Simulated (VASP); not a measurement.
# InSe (R3m) in VASP: notebook

InSe is run at these levels: PBE, PBEsol+D3(BJ), LDA; tasks: single point.

All numbers are computed with VASP 6.6.1; they aren't measurements. Logs are shortened: lines on timing, memory, paths and dates and some standing lists are left out, and cuts for length are marked.

**The experiment to reproduce.**

From “The Interaction of Hydrogen with the van der Waals Crystal γ-InSe”, 2020, pmc:7321205, for a bulk crystal of InSe at 300 K: band gap 1.25 eV.

The results are compared with them further down.

**1. The cell of the first run**

It takes space group R3m (No. 160, trigonal). Conventional cell: a = 4.000 Å, b = 4.000 Å, c = 25.700 Å, α = 90.00°, β = 90.00°, γ = 120.00°. In (site symmetry 3m) has 3 Se at 2.64 Å and 1 In at 2.86 Å within 3.5 Å. Within 3.5 Å of In (site symmetry 3m) lie 3 Se at 2.69 Å and 1 In at 2.86 Å. Within 3.5 Å of Se (site symmetry 3m) lie 3 In at 2.64 Å. Within 3.5 Å of Se (site symmetry 3m) lie 3 In at 2.69 Å.

**2. Single point, PBE (last atom moved by 0.08 Å along z, cell strained by +1.5% along z)**

Input file INCAR:

```
ADDGRID = F
ALGO = Normal
EDIFF = 1E-8
EFERMI = MIDGAP
ENCUT = 620
GGA = PE
GGA_COMPAT = F
ISIF = 2
ISMEAR = 0
KPAR = 2
LASPH = T
LCHARG = F
LREAL = F
LWAVE = F
NBANDS = 43
NELM = 120
PREC = Accurate
SIGMA = 0.03
```

Input file KPOINTS:

```
Automatic mesh
0
Gamma
  13 13 13
  0 0 0
```

Input file POSCAR:

```
InSe
1.0
    2.0000000000      1.1547005384      8.5666000000
   -2.0000000000      1.1547005384      8.5666000000
    0.0000000000     -2.3094010768      8.5666000000
In Se
2 2
Direct
    0.8886000000      0.8886000000      0.8886000000
    0.0000000000      0.0000000000      0.0000000000
    0.1719000000      0.1719000000      0.1719000000
    0.3866595600      0.3866595600      0.3866595600
```

Potentials or basis: VASP PAW PBE potentials, release 64 (In_d, Se).

Run with:

```sh
$ cat potpaw_PBE.64/In_d/POTCAR potpaw_PBE.64/Se/POTCAR > POTCAR
$ mpirun -np 2 vasp_std > vasp.out
```

OUTCAR:

```text
EDIFF = 1E-8
   EFERMI = MIDGAP
   ENCUT = 620
   GGA = PE
   ISIF = 2
   ISMEAR = 0
   LASPH = T
   LREAL = F
   NELM = 120
   PREC = Accurate

 ion  position               nearest neighbor table
   1  0.889  0.889  0.889-   3 2.64   3 2.64   3 2.64   2 2.86
   2  0.000  0.000  0.000-   4 2.69   4 2.69   4 2.69   1 2.86
   3  0.172  0.172  0.172-   1 2.64   1 2.64   1 2.64
   4  0.387  0.387  0.387-   2 2.69   2 2.69   2 2.69

  LATTYP: Found a trigonal (rhomboedric) cell.
 ALAT       =     8.8724274521
 COS(alpha) =     0.8983739436

  Lattice vectors:

 A1 = (   2.0000000000,   1.1547005384,   8.5666000000)
 A2 = (  -2.0000000000,   1.1547005384,   8.5666000000)
 A3 = (   0.0000000000,  -2.3094010768,   8.5666000000)

Analysis of symmetry for initial positions (statically):
=====================================================================
 Subroutine PRICEL returns:
 Original cell was already a primitive cell.

 Routine SETGRP: Setting up the symmetry group for a
 trigonal (rhombohedral) supercell.

 Subroutine GETGRP returns: Found  6 space group operations
 (whereof  6 operations were pure point group operations)
 out of a pool of 12 trial point group operations.

The static configuration has the point symmetry C_3v.

Analysis of symmetry for dynamics (positions and initial velocities):
=====================================================================
 Subroutine PRICEL returns:
 Original cell was already a primitive cell.

 Routine SETGRP: Setting up the symmetry group for a
 trigonal (rhombohedral) supercell.

 Subroutine GETGRP returns: Found  6 space group operations
 (whereof  6 operations were pure point group operations)
 out of a pool of 12 trial point group operations.

The dynamic configuration has the point symmetry C_3v.

 Subroutine INISYM returns: Found  6 space group operations
 (whereof  6 operations are pure point group operations),
 and found     1 'primitive' translations

----------------------------------------------------------------------------------------

                                     Primitive cell

  volume of cell :     118.7023

  direct lattice vectors                    reciprocal lattice vectors
     2.000000000  1.154700538  8.566600000     0.250000000  0.144337567  0.038910809
    -2.000000000  1.154700538  8.566600000    -0.250000000  0.144337567  0.038910809
     0.000000000 -2.309401077  8.566600000     0.000000000 -0.288675135  0.038910809

  length of vectors
     8.872427452  8.872427452  8.872427452     0.291285743  0.291285743  0.291285743

  position of ions in fractional coordinates (direct lattice)
     0.888600000  0.888600000  0.888600000
     0.000000000  0.000000000  0.000000000
     0.171900000  0.171900000  0.171900000
     0.386659560  0.386659560  0.386659560

  ion indices of the primitive-cell ions
   primitive index   ion index
                 1           1
                 2           2
                 3           3
                 4           4

----------------------------------------------------------------------------------------

 KPOINTS: Automatic mesh

Automatic generation of k-mesh.
 Grid dimensions read from file:
 generate k-points for:   13   13   13

 Generating k-lattice:

  Cartesian coordinates                     Fractional coordinates (reciprocal lattice)
     0.019230769  0.011102890  0.002993139     0.076923077  0.000000000 -0.000000000
    -0.019230769  0.011102890  0.002993139     0.000000000  0.076923077 -0.000000000
     0.000000000 -0.022205780  0.002993139    -0.000000000 -0.000000000  0.076923077

  Length of vectors
     0.022406596  0.022406596  0.022406596

  Shift w.r.t. Gamma in fractional coordinates (k-lattice)
     0.000000000  0.000000000  0.000000000

 Subroutine IBZKPT returns following result:
 ===========================================

 Found    231 irreducible k-points:

 Following reciprocal coordinates:
            Coordinates               Weight
  0.000000  0.000000  0.000000      1.000000
  0.076923  0.000000 -0.000000      6.000000
  0.153846  0.000000  0.000000      6.000000
  0.230769 -0.000000 -0.000000      6.000000
  0.307692  0.000000  0.000000      6.000000
  0.384615 -0.000000 -0.000000      6.000000
[... 16 lines left out ...]
  0.384615  0.153846 -0.000000     12.000000
  0.461538  0.153846  0.000000     12.000000
 [... further k-points ...]
   k-points           NKPTS =    231   k-points in BZ     NKDIM =    231   number of bands    NBANDS=     43
   number of dos      NEDOS =    301   number of ions     NIONS =      4
   total plane-waves  NPLWV = 373248
   dimension x,y,z NGX =    72 NGY =   72 NGZ =   72
   dimension x,y,z NGXF=   144 NGYF=  144 NGZF=  144
   ions per type =               2   2
   NGX,Y,Z   is equivalent  to a cutoff of  13.49, 13.49, 13.49 a.u.
   NGXF,Y,Z  is equivalent  to a cutoff of  26.98, 26.98, 26.98 a.u.
 SYSTEM =  unknown system
   PREC   = accura    normal or accurate (medium, high low for compatibility)
   ISTART =      0    job   : 0-new  1-cont  2-samecut
   ICHARG =      2    charge: 1-file 2-atom 10-const
   ISPIN  =      1    spin polarized calculation?
   LNONCOLLINEAR =      F non collinear calculations
   LSORBIT =      F    spin-orbit coupling
   LASPH  =      T    aspherical Exc in radial PAW
   ENCUT  =  620.0 eV  45.57 Ry    6.75 a.u.  18.01 18.01 18.01*2*pi/ulx,y,z
   NELM   =    120;   NELMIN=  2; NELMDL= -5     # of ELM steps
   EDIFF  = 0.1E-07   stopping-criterion for ELM
   LREAL  =      F    real-space projection
   EDIFFG = 0.1E-06   stopping-criterion for IOM
   NSW    =      0    number of steps for IOM
   IBRION =     -1    ionic relax: 0-MD 1-quasi-New 2-CG
   NFREE  =      0    steps in history (QN), initial steepest desc. (CG)
   ISIF   =      2    stress and relaxation
   ISYM   =      2    0-nonsym 1-usesym 2-fastsym
   POTIM  = 0.5000    time-step for ionic-motion
   TEBEG  =    0.0;   TEEND  =   0.0 temperature during run

   SCALEE = 1.0000    scale energy and forces
   PSTRESS=    0.0 pullay stress
   NELECT =      38.0000    total number of electrons
   NUPDOWN=      -1.0000    fix difference up-down
   EMIN   =  10.00;   EMAX   =-10.00  energy-range for DOS
   EFERMI =   0.00;   METHOD = MIDGAP
   ISMEAR =     0;   SIGMA  =   0.03  broadening in eV -4-tet -1-fermi 0-gaus
   EFERMI_NEDOS =   21; number of points for ismear=-14 and -15
   IALGO  =     38    algorithm
   IMIX   =      4    mixing-type and parameters
     AMIX     =   0.40;   BMIX     =  1.00
     AMIX_MAG =   1.60;   BMIX_MAG =  1.00
  volume/ion in A,a.u.               =      29.68       200.26
  Fermi-wavevector in a.u.,A,eV,Ry     =   1.119910  2.116322 17.064395  1.254198
  Thomas-Fermi vector in A             =   2.256552
   LORBIT       =      0    0 simple, 1 ext, 2 COOP (PROOUT), +10 PAW based schemes
   GGA     = PE    functional components
   LHFCALC =     F    Hartree Fock is set to
   AEXX    =    0.0000 exact exchange contribution
   IVDW    =     0    specifies the selected vdW correction
   LEPSILON=     F    determine dielectric tensor
   LRPA    =     F    only Hartree local field effects (RPA)

   CSHIFT  =0.1000    complex shift for real part using Kramers Kronig

   OMEGAMAX=  -1.0    maximum frequency
 non-spin polarized calculation
 Gauss-broadening in eV      SIGMA  =   0.03
  energy-cutoff  :      620.00
  volume of cell :      118.70
 maximum number of plane-waves:      4183
   NGX = 37   NGY = 37   NGZ = 37

 number of electron      38.0000004 magnetization

 Free energy of the ion-electron system (eV)
  ---------------------------------------------------
  ext. energy  EPLUGINS =         0.00000000
  ---------------------------------------------------
  free energy    TOTEN  =       -14.14250346 eV

  energy without entropy =      -14.14250346  energy(sigma->0) =      -14.14250346

 E-fermi :   4.1103     XC(G=0):  -8.8597

 val. band max:        3.8169377562   @ k =  -0.4615   0.4615   0.4615
 cond. band min:       4.4036373506   @ k =   0.4615   0.4615   0.4615
 fundamental gap:      0.5866995945
 Fermi energy:         4.1102875534

 k-point     1 :       0.0000    0.0000    0.0000
  band No.  band energies     occupation
      1     -10.7755      2.00000
      2     -10.6590      2.00000
      3     -10.6590      2.00000
      4     -10.5720      2.00000
      5     -10.5720      2.00000
      6     -10.4974      2.00000
[... 23 lines left out ...]
     30      13.1284      0.00000
     31      13.3723      0.00000

 k-point     2 :       0.0769    0.0000   -0.0000
  band No.  band energies     occupation
      1     -10.7787      2.00000
      2     -10.6797      2.00000
      3     -10.6561      2.00000
      4     -10.5780      2.00000
      5     -10.5708      2.00000
      6     -10.5135      2.00000
[... 23 lines left out ...]
     30      13.1386      0.00000
     31      13.6181      0.00000

 k-point     3 :       0.1538    0.0000    0.0000
  band No.  band energies     occupation
      1     -10.8006      2.00000
      2     -10.7147      2.00000
      3     -10.6490      2.00000
      4     -10.6022      2.00000
      5     -10.5668      2.00000
      6     -10.5451      2.00000
[... 23 lines left out ...]
     30      13.0408      0.00000
     31      13.4910      0.00000

 k-point     4 :       0.2308   -0.0000   -0.0000
  band No.  band energies     occupation
      1     -10.8545      2.00000
      2     -10.7252      2.00000
      3     -10.6515      2.00000
      4     -10.6415      2.00000
      5     -10.5638      2.00000
      6     -10.5584      2.00000
[... 23 lines left out ...]
     30      13.2263      0.00000
     31      13.6867      0.00000

 k-point     5 :       0.3077    0.0000    0.0000
  band No.  band energies     occupation
      1     -10.9126      2.00000
      2     -10.7242      2.00000
      3     -10.7027      2.00000
      4     -10.6367      2.00000
      5     -10.5736      2.00000
      6     -10.5464      2.00000
[... 23 lines left out ...]
     30      13.2613      0.00000
     31      13.7949      0.00000
[... 542 lines left out ...]
     30      12.9166      0.00000
     31      13.6949      0.00000

 k-point    22 :       0.3077    0.1538   -0.0000
  band No.  band energies     occupation
      1     -10.8791      2.00000
      2     -10.7253      2.00000
      3     -10.6747      2.00000
      4     -10.6412      2.00000
      5     -10.5686      2.00000
      6     -10.5549      2.00000
[... 23 lines left out ...]
     30      13.0481      0.00000
     31      13.8065      0.00000

 k-point    23 :       0.3846    0.1538   -0.0000
  band No.  band energies     occupation
      1     -10.9254      2.00000
      2     -10.7264      2.00000
      3     -10.7124      2.00000
      4     -10.6413      2.00000
      5     -10.5721      2.00000
      6     -10.5475      2.00000
[... 23 lines left out ...]
     30      13.2452      0.00000
     31      13.9645      0.00000

 k-point    24 :       0.4615    0.1538    0.0000
  band No.  band energies     occupation
      1     -10.9606      2.00000
      2     -10.7524      2.00000
      3     -10.7144      2.00000
      4     -10.6428      2.00000
      5     -10.5742      2.00000
      6     -10.5398      2.00000
[... 23 lines left out ...]
     30      13.3309      0.00000
     31      14.2094      0.00000

 [... further k-points ...]

 [bands above 31 left out]

------------------------ aborting loop because EDIFF is reached ----------------------------------------

  FORCE on cell =-STRESS in cart. coord.  units (eV):
  Direction    XX          YY          ZZ          XY          YZ          ZX
  --------------------------------------------------------------------------------------
  -------------------------------------------------------------------------------------
  Total        1.4711681      1.4711681     -0.1325876     -0.0000000      0.0000000      0.0000000
  in kB       19.8570061     19.8570061     -1.7895939     -0.0000000      0.0000000      0.0000000
  external PRESSURE =      12.6414728 kB  Pullay stress =       0.0000000 kB

 VOLUME and BASIS-vectors are now :
 -----------------------------------------------------------------------------
  energy-cutoff  :      620.00
  volume of cell :      118.70
      direct lattice vectors                 reciprocal lattice vectors
     2.000000000  1.154700538  8.566600000     0.250000000  0.144337567  0.038910809
    -2.000000000  1.154700538  8.566600000    -0.250000000  0.144337567  0.038910809
     0.000000000 -2.309401077  8.566600000     0.000000000 -0.288675135  0.038910809

 POSITION                                       TOTAL-FORCE (eV/Angst)
 -----------------------------------------------------------------------------------
      0.00000      0.00000     22.83684         0.000000      0.000000      0.423927
      0.00000      0.00000      0.00000         0.000000     -0.000000      0.083994
      0.00000      0.00000      4.41780         0.000000      0.000000     -0.120827
      0.00000      0.00000      9.93707         0.000000      0.000000     -0.387093
 -----------------------------------------------------------------------------------
    total drift:                               -0.000000      0.000000      0.000056

  FREE ENERGIE OF THE ION-ELECTRON SYSTEM (eV)
  ---------------------------------------------------
  free  energy   TOTEN  =       -14.1425034605 eV

  energy  without entropy=      -14.1425034605  energy(sigma->0) =      -14.14250346
```

Run time: 55 min. Hardware: 2 MPI ranks of Intel Xeon Platinum 8259CL at 2.50GHz (Skylake/Cascade Lake), shared host; peak memory 1.5 GiB.

What came out:

- Free energy: -14.1425 eV
- Pressure: 1.3 GPa
- Largest force: 0.424 eV/Å
- Band gap on the k mesh: 0.59 eV (least direct gap 0.62 eV)

Forces in eV/Å, atoms in the order of the input:
```
In   0.000  0.000  0.424
In   0.000  0.000  0.084
Se   0.000  0.000 -0.121
Se   0.000  0.000 -0.387
```

Stress tensor (GPa, compression positive):
```
 1.99  0.00  0.00
 0.00  1.99  0.00
 0.00  0.00 -0.18
```

Levels at points of the mesh, in eV from the valence-band top:
```tsv
k point	band 15	band 16	band 17	band 18	band 19	band 20	band 21	band 22	band 23	band 24
(0.00, 0.00, 0.00)	-1.46	-1.15	-1.15	-0.86	-0.86	1.85	2.32	4.62	4.62	5.06
```

Caveat: the cell differs from its parent crystal (last atom moved by 0.08 Å along z, cell strained by +1.5% along z); spin-orbit coupling is left out, which moves the levels of the heavy elements; an odd mesh through Γ misses points on the zone boundary, where band edges can lie.

[end of part 1 of 2]
